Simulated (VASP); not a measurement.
# CdO2 (Pa-3) in VASP: notebook

CdO2 is run at these levels: r2SCAN; tasks: single point.

Program: VASP 6.6.1. These are calculated values, not measurements. Logs are shortened: lines on timing, memory, paths and dates and some standing lists are left out, and cuts for length are marked.

### Step 1. The cell of the first run

Symmetry: Pa-3, No. 205, cubic system. The conventional cell has a = 5.405 Å, b = 5.405 Å, c = 5.405 Å, α = 90.00°, β = 90.00°, γ = 90.00°. Within 3.1 Å of Cd (site symmetry -3) lie 6 O at 2.35 Å. Within 2.0 Å of O (site symmetry 3) lie 1 O at 1.50 Å.

### Step 2. Single point, r2SCAN

POSCAR

```
CdO2
1.0
    5.4047170000      0.0000000000      0.0000000000
    0.0000000000      5.4047170000      0.0000000000
    0.0000000000      0.0000000000      5.4047170000
Cd O
4 8
Direct
    0.5000000000      0.0000000000      0.0000000000
    0.0000000000      0.0000000000      0.5000000000
    0.0000000000      0.5000000000      0.0000000000
    0.5000000000      0.5000000000      0.5000000000
    0.0803240000      0.4196760000      0.5803240000
    0.4196760000      0.5803240000      0.0803240000
    0.5803240000      0.0803240000      0.4196760000
    0.9196760000      0.9196760000      0.9196760000
    0.0803240000      0.0803240000      0.0803240000
    0.4196760000      0.9196760000      0.5803240000
    0.5803240000      0.4196760000      0.9196760000
    0.9196760000      0.5803240000      0.4196760000
```

INCAR.step1

```
ALGO = Normal
EDIFF = 1E-4
ENCUT = 520
GGA = PE
ISMEAR = 0
LASPH = T
LCHARG = F
LREAL = F
LWAVE = T
NBANDS = 60
NELM = 100
PREC = Accurate
SIGMA = 0.1
```

INCAR.step2

```
ALGO = Normal
EDIFF = 1E-6
ENCUT = 520
ISIF = 2
ISMEAR = 0
ISTART = 1
LASPH = T
LCHARG = T
LELF = T
LMIXTAU = T
LREAL = F
LVHAR = T
LWAVE = F
METAGGA = R2SCAN
NBANDS = 60
NELM = 100
PREC = Accurate
SIGMA = 0.1
```

KPOINTS

```
k-points
0
Gamma
  4 4 4
```

Potentials or basis: VASP PAW PBE potentials, release 64 (Cd, O).

On the command line:

```bash
> cat potpaw_PBE.64/Cd/POTCAR potpaw_PBE.64/O/POTCAR > POTCAR
> cp INCAR.step1 INCAR
> mpirun -np 1 vasp_std > vasp.out
> cp INCAR.step2 INCAR
> mpirun -np 1 vasp_std > vasp.out
```

OUTCAR:

```text
EDIFF = 1E-6
   ENCUT = 520
   ISIF = 2
   ISMEAR = 0
   ISTART = 1
   LASPH = T
   LREAL = F
   METAGGA = R2SCAN
   NELM = 100
   PREC = Accurate

 ion  position               nearest neighbor table
   1  0.500  0.000  0.000-   6 2.35   7 2.35   8 2.35   9 2.35  10 2.35  11 2.35
   2  0.000  0.000  0.500-   5 2.35   7 2.35   8 2.35   9 2.35  10 2.35  12 2.35
   3  0.000  0.500  0.000-   5 2.35   6 2.35   8 2.35   9 2.35  11 2.35  12 2.35
   4  0.500  0.500  0.500-   5 2.35   6 2.35   7 2.35  10 2.35  11 2.35  12 2.35
   5  0.080  0.420  0.580-  12 1.50   3 2.35   4 2.35   2 2.35
   6  0.420  0.580  0.080-  11 1.50   3 2.35   4 2.35   1 2.35
   7  0.580  0.080  0.420-  10 1.50   2 2.35   4 2.35   1 2.35
   8  0.920  0.920  0.920-   9 1.50   2 2.35   3 2.35   1 2.35
   9  0.080  0.080  0.080-   8 1.50   2 2.35   3 2.35   1 2.35
  10  0.420  0.920  0.580-   7 1.50   2 2.35   4 2.35   1 2.35
  11  0.580  0.420  0.920-   6 1.50   3 2.35   4 2.35   1 2.35
  12  0.920  0.580  0.420-   5 1.50   3 2.35   4 2.35   2 2.35

  LATTYP: Found a simple cubic cell.
 ALAT       =     5.4047170000

  Lattice vectors:

 A1 = (   5.4047170000,   0.0000000000,   0.0000000000)
 A2 = (   0.0000000000,   5.4047170000,   0.0000000000)
 A3 = (   0.0000000000,   0.0000000000,   5.4047170000)

Analysis of symmetry for initial positions (statically):
=====================================================================
 Subroutine PRICEL returns:
 Original cell was already a primitive cell.

 Routine SETGRP: Setting up the symmetry group for a
 simple cubic supercell.

 Subroutine GETGRP returns: Found 24 space group operations
 (whereof  6 operations were pure point group operations)
 out of a pool of 48 trial point group operations.

The static configuration has the point symmetry S_6 .
 The point group associated with its full space group is T_h .

Analysis of symmetry for dynamics (positions and initial velocities):
=====================================================================
 Subroutine PRICEL returns:
 Original cell was already a primitive cell.

 Routine SETGRP: Setting up the symmetry group for a
 simple cubic supercell.

 Subroutine GETGRP returns: Found 24 space group operations
 (whereof  6 operations were pure point group operations)
 out of a pool of 48 trial point group operations.

The dynamic configuration has the point symmetry S_6 .
 The point group associated with its full space group is T_h .

 Subroutine INISYM returns: Found 24 space group operations
 (whereof  6 operations are pure point group operations),
 and found     1 'primitive' translations

----------------------------------------------------------------------------------------

                                     Primitive cell

  volume of cell :     157.8770

  direct lattice vectors                    reciprocal lattice vectors
     5.404717000  0.000000000  0.000000000     0.185023564  0.000000000  0.000000000
     0.000000000  5.404717000  0.000000000     0.000000000  0.185023564  0.000000000
     0.000000000  0.000000000  5.404717000     0.000000000  0.000000000  0.185023564

  length of vectors
     5.404717000  5.404717000  5.404717000     0.185023564  0.185023564  0.185023564

  position of ions in fractional coordinates (direct lattice)
     0.500000000  0.000000000  0.000000000
     0.000000000  0.000000000  0.500000000
     0.000000000  0.500000000  0.000000000
     0.500000000  0.500000000  0.500000000
     0.080324000  0.419676000  0.580324000
     0.419676000  0.580324000  0.080324000
     0.580324000  0.080324000  0.419676000
     0.919676000  0.919676000  0.919676000
     0.080324000  0.080324000  0.080324000
     0.419676000  0.919676000  0.580324000
     0.580324000  0.419676000  0.919676000
     0.919676000  0.580324000  0.419676000

  ion indices of the primitive-cell ions
   primitive index   ion index
                 1           1
                 2           2
                 3           3
                 4           4
                 5           5
                 6           6
                 7           7
                 8           8
                 9           9
                10          10
                11          11
                12          12

----------------------------------------------------------------------------------------

 KPOINTS: k-points

Automatic generation of k-mesh.
 Grid dimensions read from file:
 generate k-points for:    4    4    4

 Generating k-lattice:

  Cartesian coordinates                     Fractional coordinates (reciprocal lattice)
     0.046255891  0.000000000  0.000000000     0.250000000  0.000000000  0.000000000
     0.000000000  0.046255891  0.000000000     0.000000000  0.250000000  0.000000000
     0.000000000  0.000000000  0.046255891     0.000000000  0.000000000  0.250000000

  Length of vectors
     0.046255891  0.046255891  0.046255891

  Shift w.r.t. Gamma in fractional coordinates (k-lattice)
     0.000000000  0.000000000  0.000000000

 Subroutine IBZKPT returns following result:
 ===========================================

 Found     11 irreducible k-points:

 Following reciprocal coordinates:
            Coordinates               Weight
  0.000000  0.000000  0.000000      1.000000
  0.250000  0.000000  0.000000      6.000000
  0.500000  0.000000  0.000000      3.000000
  0.250000  0.250000  0.000000     12.000000
  0.500000  0.250000  0.000000      6.000000
 -0.250000  0.500000  0.000000      6.000000
  0.500000  0.500000  0.000000      3.000000
  0.250000  0.250000  0.250000      8.000000
  0.500000  0.250000  0.250000     12.000000
  0.500000  0.500000  0.250000      6.000000
  0.500000  0.500000  0.500000      1.000000
   k-points           NKPTS =     11   k-points in BZ     NKDIM =     11   number of bands    NBANDS=     60
   number of dos      NEDOS =    301   number of ions     NIONS =     12
   total plane-waves  NPLWV =  64000
   dimension x,y,z NGX =    40 NGY =   40 NGZ =   40
   dimension x,y,z NGXF=    80 NGYF=   80 NGZF=   80
   ions per type =               4   8
   NGX,Y,Z   is equivalent  to a cutoff of  12.30, 12.30, 12.30 a.u.
   NGXF,Y,Z  is equivalent  to a cutoff of  24.61, 24.61, 24.61 a.u.
 SYSTEM =  unknown system
   PREC   = accura    normal or accurate (medium, high low for compatibility)
   ISTART =      1    job   : 0-new  1-cont  2-samecut
   ICHARG =      0    charge: 1-file 2-atom 10-const
   ISPIN  =      1    spin polarized calculation?
   LNONCOLLINEAR =      F non collinear calculations
   LSORBIT =      F    spin-orbit coupling
   LASPH  =      T    aspherical Exc in radial PAW
   ENCUT  =  520.0 eV  38.22 Ry    6.18 a.u.  10.05 10.05 10.05*2*pi/ulx,y,z
   NELM   =    100;   NELMIN=  2; NELMDL=  0     # of ELM steps
   EDIFF  = 0.1E-05   stopping-criterion for ELM
   LREAL  =      F    real-space projection
   EDIFFG = 0.1E-04   stopping-criterion for IOM
   NSW    =      0    number of steps for IOM
   IBRION =     -1    ionic relax: 0-MD 1-quasi-New 2-CG
   NFREE  =      0    steps in history (QN), initial steepest desc. (CG)
   ISIF   =      2    stress and relaxation
   ISYM   =      2    0-nonsym 1-usesym 2-fastsym
   POTIM  = 0.5000    time-step for ionic-motion
   TEBEG  =    0.0;   TEEND  =   0.0 temperature during run
   PSTRESS=    0.0 pullay stress
   NELECT =      96.0000    total number of electrons
   NUPDOWN=      -1.0000    fix difference up-down
   EMIN   =  10.00;   EMAX   =-10.00  energy-range for DOS
   EFERMI =   0.00;   METHOD = LEGACY
   ISMEAR =     0;   SIGMA  =   0.10  broadening in eV -4-tet -1-fermi 0-gaus
   EFERMI_NEDOS =   21; number of points for ismear=-14 and -15
   IALGO  =     38    algorithm
   IMIX   =      4    mixing-type and parameters
     AMIX     =   0.40;   BMIX     =  1.00
     AMIX_MAG =   1.60;   BMIX_MAG =  1.00
  volume/ion in A,a.u.               =      13.16        88.78
  Fermi-wavevector in a.u.,A,eV,Ry     =   1.386944  2.620944 26.172356  1.923614
  Thomas-Fermi vector in A             =   2.511212
   LORBIT       =      0    0 simple, 1 ext, 2 COOP (PROOUT), +10 PAW based schemes
   METAGGA = R2SCAN    functional components
   LHFCALC =     F    Hartree Fock is set to
   AEXX    =    0.0000 exact exchange contribution
   IVDW    =     0    specifies the selected vdW correction
   LEPSILON=     F    determine dielectric tensor
   LRPA    =     F    only Hartree local field effects (RPA)
 non-spin polarized calculation
 Gauss-broadening in eV      SIGMA  =   0.10
  energy-cutoff  :      520.00
  volume of cell :      157.88
 maximum number of plane-waves:      4272
   NGX = 21   NGY = 21   NGZ = 21

 number of electron      96.0000051 magnetization

 Free energy of the ion-electron system (eV)
  ---------------------------------------------------
  ext. energy  EPLUGINS =         0.00000000
  ---------------------------------------------------
  free energy    TOTEN  =      -136.15982783 eV

  energy without entropy =     -136.15982783  energy(sigma->0) =     -136.15982783

 E-fermi :   1.9639     XC(G=0): -11.2442

 val. band max:        1.5178666847   @ k =   0.0000   0.0000   0.0000
 cond. band min:       3.2937124040   @ k =   0.2500   0.0000   0.0000
 fundamental gap:      1.7758457193
 Fermi energy:         1.9638740885

 k-point     1 :       0.0000    0.0000    0.0000
  band No.  band energies     occupation
      1     -20.8977      2.00000
      2     -20.6167      2.00000
      3     -20.6167      2.00000
      4     -20.6167      2.00000
      5     -14.7544      2.00000
      6     -14.7544      2.00000
[... 52 lines left out ...]
     59      10.3797      0.00000
     60      12.0174      0.00000

 k-point     2 :       0.2500    0.0000    0.0000
  band No.  band energies     occupation
      1     -20.8477      2.00000
      2     -20.6482      2.00000
      3     -20.6057      2.00000
      4     -20.6056      2.00000
      5     -14.7912      2.00000
      6     -14.7871      2.00000
[... 564 lines left out ...]
      4     -20.6212      2.00000
      5     -14.9374      2.00000
      6     -14.9374      2.00000
[... 52 lines left out ...]
     59       7.5948      0.00000
     60       7.5948      0.00000

------------------------ aborting loop because EDIFF is reached ----------------------------------------

  FORCE on cell =-STRESS in cart. coord.  units (eV):
  Direction    XX          YY          ZZ          XY          YZ          ZX
  --------------------------------------------------------------------------------------
  -------------------------------------------------------------------------------------
  Total       -4.6670006     -4.6670006     -4.6670006      0.0000000      0.0000000      0.0000000
  in kB      -47.3619487    -47.3619487    -47.3619487      0.0000000      0.0000000      0.0000000
  external PRESSURE =     -47.3619487 kB  Pullay stress =       0.0000000 kB

 VOLUME and BASIS-vectors are now :
 -----------------------------------------------------------------------------
  energy-cutoff  :      520.00
  volume of cell :      157.88
      direct lattice vectors                 reciprocal lattice vectors
     5.404717000  0.000000000  0.000000000     0.185023564  0.000000000  0.000000000
     0.000000000  5.404717000  0.000000000     0.000000000  0.185023564  0.000000000
     0.000000000  0.000000000  5.404717000     0.000000000  0.000000000  0.185023564

 POSITION                                       TOTAL-FORCE (eV/Angst)
 -----------------------------------------------------------------------------------
      2.70236      0.00000      0.00000         0.000000      0.000000     -0.000000
      0.00000      0.00000      2.70236         0.000000      0.000000     -0.000000
      0.00000      2.70236      0.00000         0.000000      0.000000     -0.000000
      2.70236      2.70236      2.70236         0.000000      0.000000     -0.000000
      0.43413      2.26823      3.13649         0.003246     -0.003246      0.003246
      2.26823      3.13649      0.43413        -0.003246      0.003246      0.003246
      3.13649      0.43413      2.26823         0.003246      0.003246     -0.003246
      4.97059      4.97059      4.97059        -0.003246     -0.003246     -0.003246
      0.43413      0.43413      0.43413         0.003246      0.003246      0.003246
      2.26823      4.97059      3.13649        -0.003246     -0.003246      0.003246
      3.13649      2.26823      4.97059         0.003246     -0.003246     -0.003246
      4.97059      3.13649      2.26823        -0.003246      0.003246     -0.003246
 -----------------------------------------------------------------------------------
    total drift:                               -0.000000      0.000000     -0.000000

  FREE ENERGIE OF THE ION-ELECTRON SYSTEM (eV)
  ---------------------------------------------------
  free  energy   TOTEN  =      -136.1598278265 eV

  energy  without entropy=     -136.1598278265  energy(sigma->0) =     -136.15982783
```

It took 6.6 min on 1 thread of Intel Xeon Platinum 8259CL at 2.50GHz (Skylake/Cascade Lake), shared host; peak memory 0.29 GiB.

What came out:

```
Free energy            : -136.1598 eV
Pressure               : -4.7 GPa
Largest force          : 0.006 eV/Å
Band gap on the k mesh : 1.78 eV, indirect (least direct gap 1.80 eV)
```

Forces on the atoms (eV/Å):
```
Cd   0.000  0.000  0.000
Cd   0.000  0.000  0.000
Cd   0.000  0.000  0.000
Cd   0.000  0.000  0.000
O    0.003 -0.003  0.003
O   -0.003  0.003  0.003
O    0.003  0.003 -0.003
O   -0.003 -0.003 -0.003
O    0.003  0.003  0.003
O   -0.003 -0.003  0.003
O    0.003 -0.003 -0.003
O   -0.003  0.003 -0.003
```

Caveat: the PAW data sets were made with another functional, which shifts forces and pressure a little.

[end of part 1 of 2]
